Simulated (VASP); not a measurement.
Write the native input for VASP 6.6.1 that does the following.

| Property | Result |
| --- | --- |
| Task | single point |
| Functional | PBE |
| Potentials or basis | VASP PAW PBE potentials, release 64 (Na_pv, H) |
| Cutoff | 520 eV |
| k mesh | 12 × 12 × 12 |
| Occupations | fermi-dirac, width 0.08 eV |
| Spin | no spin polarisation |
| Dipole correction | no |
| Further INCAR settings | ALGO = Normal; EDIFF = 1e-06; NBANDS = 11 |

The structure of NaH (CsCl type) lies in POSCAR:

```
NaH
1.0
    2.2714636606      0.0000000000      0.0000000000
    0.0000000000      2.2714636606      0.0000000000
    0.0000000000      0.0000000000      2.2714636606
Na H
1 1
Direct
    0.0000000000      0.0000000000      0.0000000000
    0.5000000000      0.5000000000      0.5000000000
```

This cell differs from its parent crystal: volume scaled by 0.45.

These files were run (other wordings do the same):

INCAR

```
PREC = Accurate ; ENCUT = 520
EDIFF = 1E-6 ; ISMEAR = -1
SIGMA = 0.08 ; LREAL = False
LASPH = True ; NELM = 80
ALGO = Normal ; ISIF = 2
LWAVE = False ; LCHARG = False
GGA = PE ; NBANDS = 11
```

KPOINTS

```
Automatic mesh
0
Gamma
  12 12 12
```

Potentials or basis: VASP PAW PBE potentials, release 64 (Na_pv, H).

Launch:

```console
$ cat potpaw_PBE.64/Na_pv/POTCAR potpaw_PBE.64/H/POTCAR > POTCAR
$ mpirun -np 1 vasp_std > vasp.out
```

Results of the run:

```json
{
 "Pressure": "84.7 GPa",
 "Band gap on the k mesh": "1.42 eV, indirect (least direct gap 7.16 eV)"
}
```

Run time: 7.2 s on 1 thread of Intel(R) Xeon(R) Platinum 8259CL CPU @ 2.50GHz (Skylake/Cascade Lake) (shared host), peak memory 0.11 GiB.
